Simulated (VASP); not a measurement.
A run of VASP 6.6.1 is set up as follows.

The input INCAR:

```
SYSTEM = Si16C
  PREC = Accurate
  ENCUT = 520
  EDIFF = 1E-7
  ISMEAR = 0
  SIGMA = 0.01
  LREAL = Auto
  LASPH = .True.
  NELM = 100
  ALGO = Normal
  ISIF = 2
  LWAVE = .False.
  LCHARG = .True.
  GGA = PE
  LELF = .True.
  LVHAR = .True.
  NBANDS = 48
```

KPOINTS

```
regular mesh
0
Gamma
  2 2 2
  0 0 0
```

Contents of POSCAR:

```
Si16C
1.0
    0.0000000000      5.4696766500     -5.4696766500
    5.4696766500      5.4696766500      0.0000000000
    5.4696766500      0.0000000000     -5.4696766500
Si C
16 1
Direct
    0.1232059161      0.0986335531      0.1059179065
    0.1460799254      0.5973062989      0.1101247498
    0.6718965676      0.0985345837      0.1058378680
    0.6215679731      0.6638283435      0.0925057126
    0.1439705500      0.1121119774      0.5994997091
    0.1392933504      0.6148277356      0.6092061661
    0.6143928518      0.1117956788      0.6588629654
    0.6363118690      0.6148460110      0.6091900515
    0.2583307226      0.7326036904      0.2361132736
    0.2754740429      0.2228786720      0.2259370571
    0.7725062752      0.7325245238      0.2360945339
    0.6845395416      0.3206207810      0.3094553480
    0.2626103359      0.7380533780      0.7363446927
    0.2499875756      0.2410910802      0.7377351460
    0.7661996968      0.7441723138      0.7230747372
    0.7706983021      0.2411144879      0.7376439860
   -0.1547019014      0.1311485142      0.1778192339
```

Potentials or basis: VASP PAW PBE potentials, release 64 (Si, C).

Command:

```bash
$ cat potpaw_PBE.64/Si/POTCAR potpaw_PBE.64/C/POTCAR > POTCAR
$ mpirun -np 1 vasp_std > vasp.out
```

(1) What does it give for the largest force?

(2) What does it give for the pressure?

(3) What does it give for the band gap on the k mesh?

## Answers

(1) 0.012 eV/Å.

(2) 2.3 GPa.

(3) zero (bands 34 and 35 overlap by 0.65 eV).

Caveat: the k points lie up to 0.50 Å⁻¹ apart, too coarse for converged energies and pressures of a metal; the cell differs from its parent crystal (with an interstitial atom, then relaxed in part).
